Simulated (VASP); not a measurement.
Write the native input for VASP 6.6.1 that does the following.

```
Task                   : single point
Functional             : PBE
Potentials or basis    : VASP PAW PBE potentials, release 64 (Sb)
Cutoff                 : 520 eV
k mesh                 : 8 × 4 × 4
Occupations            : gaussian, width 0.2 eV
Spin                   : no spin polarisation
Dipole correction      : no
Further INCAR settings : ALGO = Normal; EDIFF = 1e-06; NBANDS = 18
```

The structure of Sb lies in POSCAR:

```
Sb
1.0
    3.1158711792      0.0074244771      0.0155774399
    0.0143813772      6.2289663215     -0.0115599179
    0.0296012148     -0.0114602126      6.2306700866
Sb
4
Direct
    0.0001989544     -0.0008867102      0.2497560878
   -0.0004666706     -0.0007157733      0.7500186261
   -0.0010449951      0.5004144660      0.2488209471
    0.0013127113      0.5011880175      0.7514043390
```

The input as run:

INCAR

```
PREC     = Accurate       # precision mode
ENCUT    = 520            # plane-wave cutoff, eV
EDIFF    = 1E-6           # SCF threshold, eV
ISMEAR   = 0              # smearing method
SIGMA    = 0.2            # smearing width, eV
LREAL    = F              # projectors in reciprocal space
LASPH    = T              # aspherical terms in the spheres
NELM     = 100            # most SCF steps
ALGO     = Normal         # electronic algorithm
ISIF     = 2              # what is computed and relaxed
LWAVE    = F              # write WAVECAR
LCHARG   = T              # write CHGCAR
GGA      = PE             # functional
LELF     = T              # ELF
LVHAR    = T            
NBANDS   = 18             # bands
```

KPOINTS

```
Automatic mesh
0
Gamma
  8 4 4
```

Potentials or basis: VASP PAW PBE potentials, release 64 (Sb).

Launch:

```console
$ cat potpaw_PBE.64/Sb/POTCAR > POTCAR
$ mpirun -np 1 vasp_std > vasp.out
```

It gave:

```json
{"Pressure": "-0.1 GPa", "Largest force": "0.011 eV/Å", "Band gap on the k mesh": "zero (band 10 reaches 10.17 eV, above the bottom of band 11 at 5.01 eV)"}
```

Caveat: spin-orbit coupling is left out, which moves the levels of the heavy elements.

Wall time 43 s on 1 thread of AMD EPYC 9R45 96-Core Processor (Zen 5), on a shared host, peak memory 0.25 GiB.
